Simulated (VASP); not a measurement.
Ti, 6 atoms in the cell. The cell holds a slab with vacuum, 6 atoms: a = 2.940 Å, b = 2.940 Å, c = 27.620 Å, α = 90.00°, β = 90.00°, γ = 120.00°. 

| Quantity | Value |
| --- | --- |
| Program | VASP 6.6.1 |
| Task | single point |
| Functional | PBE |
| Potentials or basis | VASP PAW PBE potentials, release 64 (Ti_sv) |
| Cutoff | 520 eV |
| k mesh | 13 × 13 × 1 |
| Occupations | fermi-dirac, width 0.05 eV |
| Spin | no spin polarisation |
| Dipole correction | yes |
| Further INCAR settings | ALGO = Normal; EDIFF = 1e-06; NBANDS = 45 |

Potentials or basis: VASP PAW PBE potentials, release 64 (Ti_sv).

Command:

```bash
$ cat potpaw_PBE.64/Ti_sv/POTCAR > POTCAR
$ mpirun -np 1 vasp_std > vasp.out
```

Hardware: 1 thread of Intel(R) Xeon(R) Platinum 8259CL CPU @ 2.50GHz (Skylake/Cascade Lake) (shared host).

How long does it take, and how much memory?

Run time: 7.2 min on 1 thread of Intel(R) Xeon(R) Platinum 8259CL CPU @ 2.50GHz (Skylake/Cascade Lake), with other jobs on the host, peak memory 0.4 GiB. Counts: scf iterations 29, k points 21.
